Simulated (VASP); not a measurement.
Ag: single point with LDA

Ag:

```
CELL_PARAMETERS angstrom
1.45314 0.83897 7.10728
-1.45314 0.83897 7.10728
0.00000 -1.67794 7.10728
ATOMIC_POSITIONS crystal
Ag 0.22228 0.22228 0.22228
Ag 0.77772 0.77772 0.77772
Ag 0.00000 0.00000 0.00000
```

| Item | Value |
| --- | --- |
| Program | VASP 6.6.1 |
| Task | single point |
| Functional | LDA |
| Potentials or basis | VASP PAW LDA potentials, release 64 (Ag) |
| Cutoff | 520 eV |
| k mesh | 10 × 10 × 10 |
| Occupations | fermi-dirac, width 0.05 eV |
| Spin | no spin polarisation |

```
Pressure               : -8.2 GPa
Largest force          : 0.004 eV/Å
Band gap on the k mesh : zero (an odd number of electrons rules out a gap without spin polarisation)
```

Forces in eV/Å, atoms in the order of the input:
```
Ag   0.000  0.000  0.004
Ag   0.000  0.000 -0.004
Ag   0.000  0.000  0.000
```

Stress tensor (GPa, compression positive):
```
-8.00  0.00  0.00
 0.00 -8.00  0.00
 0.00  0.00 -8.57
```

Levels at points of the mesh, in eV from the Fermi level:
```tsv
k point	band 13	band 14	band 15	band 16	band 17	band 18	band 19	band 20	band 21	band 22
(0.00, 0.00, 0.00)	-3.22	-3.21	-3.19	-3.19	-3.07	-3.07	7.92	7.94	15.56	15.98
(0.50, 0.00, 0.00)	-2.74	-2.73	-2.73	-0.01	1.24	1.32	4.89	5.07	6.25	10.95
(0.50, 0.50, 0.00)	-2.75	-2.73	-2.69	0.28	0.58	1.56	4.06	5.95	8.24	8.45
(0.50, 0.50, 0.50)	-3.66	-3.51	-3.51	-2.91	-2.91	-0.31	3.56	14.08	14.20	15.74
```

Wall time 4.9 min on 1 thread of Intel(R) Xeon(R) 6975P-C (Granite Rapids), on a shared host, peak memory 0.35 GiB.

Caveat: the cell stands under tension.
